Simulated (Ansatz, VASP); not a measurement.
## HfSeS4 in VASP and in Ansatz

```
CELL_PARAMETERS angstrom
4.18680 0.00000 0.00000
0.00000 4.18680 0.00000
0.00000 0.00000 7.35857
ATOMIC_POSITIONS crystal
Hf 0.00000 0.00000 0.00000
Se 0.50000 0.50000 0.50000
S 0.50000 0.00000 0.00000
S 0.00000 0.50000 0.00000
S 0.00000 0.00000 0.27370
S 0.00000 0.00000 0.72630
```

Change from the starting cell: species swapped into the AlTlF4 type (P4/mmm, No. 123).

Alike in both runs: task single point; functional PBE; k mesh 4 × 4 × 4; occupations gaussian, width 0.1 eV; no spin polarisation.

```csv
,VASP,Ansatz
version,VASP 6.6.1,Ansatz 0.2.0
potentials or method,"VASP PAW PBE potentials, release 64 (Hf_pv, Se, S), cutoff 520 eV","scalar-relativistic, plane waves, PAW"
valence electrons in the cell,40,66
```

Ansatz gave:

* gap on the k mesh at the Fermi level (eV): none
* rms of the force components (eV/Å): 3.645

Q: Estimate VASP's values.

A: gap on the k mesh at the Fermi level (eV): none; rms of the force components (eV/Å): 3.742.

Atom by atom the forces differ by 0.096 eV/Å (rms over components). A gap of «none» marks a metal or a gap that the smearing closes. With one functional, cell and mesh, what is left measures potentials, basis and numerics. VASP's potentials hold 40 valence electrons a cell and Ansatz's 66, so a difference there can come from the potentials and not from the codes.

The k mesh is coarse, so the values compare programs but aren't converged. Neither program's run includes spin-orbit coupling.
